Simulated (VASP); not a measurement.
Write the native input for VASP 6.6.1 that does the following.

```yaml
Task: single point
Functional: PBE
Potentials_or_basis: VASP PAW PBE potentials, release 64 (Ni)
Cutoff: 520 eV
k_mesh: 1 × 1 × 15
Occupations: gaussian, width 0.05 eV
Spin: collinear spin, ferromagnetic start
Starting_moments: "[0.75, 0.75, 0.75, 0.75, 0.75, 0.75, 0.75, 0.75] μB"
Dipole_correction: no
Further_INCAR_settings: ALGO = Normal; EDIFF = 1e-07; NBANDS = 54
```

The structure of Ni lies in POSCAR:

```
Ni
1.0
   14.3000000000      0.0000000000      0.0000000000
    0.0000000000     12.8000000000      0.0000000000
    0.0000000000      0.0000000000      2.4227376667
Ni
8
Direct
    0.2885239553      0.5000000000      0.0000000000
    0.5724300116      0.5000000000      0.0000000000
    0.5720847281      0.3413973971      0.5000000000
    0.5720847281      0.6586026029      0.5000000000
    0.4275699884      0.5000000000      0.5000000000
    0.7114760447      0.5000000000      0.5000000000
    0.4279152719      0.3413973971      0.0000000000
    0.4279152719      0.6586026029      0.0000000000
```

These files were run (other wordings do the same):

INCAR

```
PREC = Accurate
ENCUT = 520
EDIFF = 1E-7
ISMEAR = 0
SIGMA = 0.05
LREAL = F
LASPH = T
NELM = 150
ALGO = Normal
ISIF = 2
LWAVE = F
LCHARG = T
ISPIN = 2
MAGMOM = 0.75 0.75 0.75 0.75 0.75 0.75 0.75 0.75
LORBIT = 11
LMAXMIX = 4
GGA = PE
LELF = T
LVHAR = T
NBANDS = 54
```

KPOINTS

```
regular mesh
0
Gamma
  1 1 15
```

Potentials or basis: VASP PAW PBE potentials, release 64 (Ni).

Run with:

```sh
$ cat potpaw_PBE.64/Ni/POTCAR > POTCAR
$ mpirun -np 1 vasp_std > vasp.out
```

It gave:

| Item | Value |
| --- | --- |
| Largest force | 0.036 eV/Å |
| Net moment | 6.29 μB per cell |
| Site moments | Ni +0.83, +0.70, +0.79 (each value once) μB |
| Valence electrons inside the program's atomic spheres | Ni 9.07, 9.45, 9.16 (each value once) |

Wall time 13 min on 1 thread of Intel(R) Xeon(R) Platinum 8488C (Sapphire Rapids), on a shared host, peak memory 0.74 GiB.
